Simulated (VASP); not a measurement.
**C: single point with PBE+D3(BJ)**

Crystal: C.

```
C
1.0
     2.46887    0.00000    0.00000
    -1.23444    2.13811    0.00000
     0.00000    0.00000    7.39519
C
4
Cartesian
  0.0000 0.0000 1.8488
  0.0000 0.0000 5.5464
  0.0000 1.4254 1.8488
  1.2344 0.7127 5.5464
```

This cell differs from its parent crystal: volume scaled by 1.10, then relaxed in part.

- Program: VASP 6.6.1
- Task: single point
- Functional: PBE
- Dispersion: D3(BJ)
- Potentials or basis: VASP PAW PBE potentials, release 64 (C)
- Cutoff: 520 eV
- k mesh: 21 × 21 × 6
- Occupations: gaussian, width 0.1 eV
- Spin: no spin polarisation
- Dipole correction: no
- Further INCAR settings: ALGO = Normal; EDIFF = 1e-06; NBANDS = 16

- Pressure: -1.3 GPa
- Band gap on the k mesh: zero (band 8 reaches 3.84 eV, above the bottom of band 9 at 3.84 eV)
- Dispersion energy per atom: -0.139 eV

Stress tensor (GPa, compression positive):
```
-1.04  0.00  0.00
 0.00 -1.04  0.00
 0.00  0.00 -1.76
```

Levels at points of the mesh, in eV from the Fermi level:
```
           k point  band 5  band 6  band 7  band 8  band 9  band 10  band 11  band 12
(0.00, 0.00, 0.00)   -3.03   -3.03   -3.03   -3.03    3.65     8.29     8.29     8.31
(0.00, 0.00, 0.50)   -3.03   -3.03   -3.03   -3.03    5.61     5.61     8.30     8.30
```

Run time: 78 s on 1 thread of Intel(R) Xeon(R) Platinum 8375C CPU @ 2.90GHz (Ice Lake) (shared host), peak memory 0.21 GiB.
